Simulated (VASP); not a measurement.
CuO: relaxation of cell and atoms with PBEsol

Crystal: CuO.

```
Cu O
1.0
     2.34185   -1.71130    0.00000
     2.34185    1.71130    0.00000
    -0.85003    0.00000    5.05787
Cu O
2 2
Direct
  0.50000 0.00000 0.50000
  0.00000 0.50000 0.00000
  0.41840 0.58160 0.75000
  0.58160 0.41840 0.25000
```

```yaml
Program: VASP 6.6.1
Task: relaxation of cell and atoms
Functional: PBEsol
Potentials_or_basis: VASP PAW PBE potentials, release 64 (Cu, O)
Cutoff: 600 eV
k_mesh: 10 × 10 × 5
Occupations: fermi-dirac, width 0.05 eV
Spin: no spin polarisation
Dipole_correction: no
Further_INCAR_settings: ALGO = Normal; EDIFF = 1e-07; IBRION = 2; EDIFFG = -0.01; NSW = 60; ISIF = 3
```

| Quantity | Value |
| --- | --- |
| Relaxed volume | 10.68 Å³/atom |
| Relaxed cell | a = 2.896 Å, b = 2.896 Å, c = 5.100 Å, α = 90.45°, β = 90.45°, γ = 87.24° |
| Space group after relaxing (to 0.1 Å) | Cccm (No. 66) |
| Energy gained by relaxing | 31.3 meV/atom |
| Ionic steps | 28 |
| Pressure after relaxing | 0.0 GPa |
| Largest force after relaxing | 0.007 eV/Å |
| Band gap on the k mesh | zero (bands 17 and 18 overlap by 0.94 eV) |

Forces on the atoms (eV/Å):
```
Cu   0.000  0.000  0.000
Cu   0.000  0.000  0.000
O    0.000 -0.007  0.000
O    0.000  0.007  0.000
```

Stress tensor (GPa, compression positive):
```
-0.10  0.00 -0.02
 0.00 -0.09  0.00
-0.02  0.00  0.15
```

Step by step:
```tsv
step	energy change (eV)	largest force (eV/Å)	pressure (GPa)	volume (Å³)
1	0.0000	0.3213	-2.14	40.54
2	-0.0122	0.1595	2.27	39.75
3	-0.0124	0.1768	1.81	39.83
4	-0.0228	0.1028	1.29	40.11
5	-0.0319	0.0501	0.50	40.65
6	-0.0430	0.0030	-0.37	41.04
7	-0.0641	0.1126	-2.66	42.15
8	-0.0597	0.2408	-6.62	44.22
9	-0.0698	0.1488	-3.83	42.76
10	-0.0759	0.1493	-3.38	42.75
11	-0.0904	0.1529	-2.08	42.69
12	-0.1027	0.1740	0.50	42.51
13	-0.1074	0.1482	0.29	42.58
14	-0.1164	0.0658	-0.40	42.77
15	-0.1088	0.1186	-1.95	43.08
16	-0.1179	0.0149	-0.77	42.86
17	-0.1193	0.0091	0.00	42.65
18	-0.1195	0.0051	0.53	42.51
19	-0.1203	0.0204	0.28	42.54
20	-0.1206	0.0377	-0.03	42.58
21	-0.1206	0.0345	0.00	42.58
22	-0.1211	0.0368	0.02	42.59
23	-0.1223	0.0431	0.02	42.63
24	-0.1238	0.0570	-0.02	42.71
25	-0.1230	0.0889	-0.24	42.83
26	-0.1241	0.0676	-0.09	42.75
27	-0.1247	0.0402	-0.06	42.74
28	-0.1250	0.0068	-0.01	42.73
```

Final structure:
```yaml
crystal:
  lattice:
    - [2.09142, -1.99814, 0.15042]
    - [2.09142, 1.99814, 0.15042]
    - [-0.42116, 0.00000, 5.08260]
  atoms:
    - { symbol: Cu, position: [0.50000, 0.00000, 0.50000] }
    - { symbol: Cu, position: [0.00000, 0.50000, 0.00000] }
    - { symbol: O, position: [0.49652, 0.50348, 0.75000] }
    - { symbol: O, position: [0.50348, 0.49652, 0.25000] }
```

Levels at points of the mesh, in eV from the Fermi level:
```tsv
k point	band 15	band 16	band 17	band 18	band 19	band 20
(0.00, 0.00, 0.00)	-2.37	-1.96	0.66	0.78	1.48	6.04
(0.50, 0.00, 0.00)	-1.61	-1.54	0.25	0.49	3.55	5.99
(0.50, 0.50, 0.00)	-1.63	-1.22	-1.19	1.20	1.94	7.18
```

Run time: 38 min on 1 thread of Intel(R) Xeon(R) Platinum 8375C CPU @ 2.90GHz (Ice Lake) (shared host), peak memory 0.28 GiB.

Caveat: the PAW data sets were made with another functional, which shifts forces and pressure a little; semilocal functionals often make such compounds metallic where correlation or magnetic order opens a gap, which also shifts bond lengths. With open d or f shells a metallic result of PBEsol can be an artefact of self-interaction; +U or a hybrid may open a gap.
